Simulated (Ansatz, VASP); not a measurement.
One calculation of Mg, two programs

```xyz
1
Lattice="0.0000 2.2375 2.2375 2.2375 0.0000 2.2375 2.2375 2.2375 0.0000" Properties=species:S:1:pos:R:3 pbc="T T T"
Mg    0.0000    0.0000    0.0000
```

Alike in both runs: functional PBEsol; k mesh 10 × 10 × 10; occupations gaussian, width 0.1 eV; no spin polarisation.

Ansatz relaxed the structure, and its values are those at the end. VASP's run is a single point on that final structure, the one shown.

```csv
,VASP,Ansatz
version,VASP 6.6.1,Ansatz 0.2.0
potentials or method,"VASP PAW PBE potentials, release 64 (Mg), cutoff 520 eV","scalar-relativistic, plane waves, PAW"
valence electrons in the cell,2,10
```

|  | VASP | Ansatz | Ansatz less VASP |
| --- | --- | --- | --- |
| gap on the k mesh at the Fermi level (eV) | none | none | - |
| pressure (GPa) | 0.4 | 0.4 | +0.04 |

VASP's potentials were made for PBE, not for PBEsol. A gap of «none» marks a metal or a gap that the smearing closes. The functional is the same, so the differences come from potentials, cutoffs and numerics. VASP's potentials hold 2 valence electrons a cell and Ansatz's 10, so a difference there can come from the potentials and not from the codes.
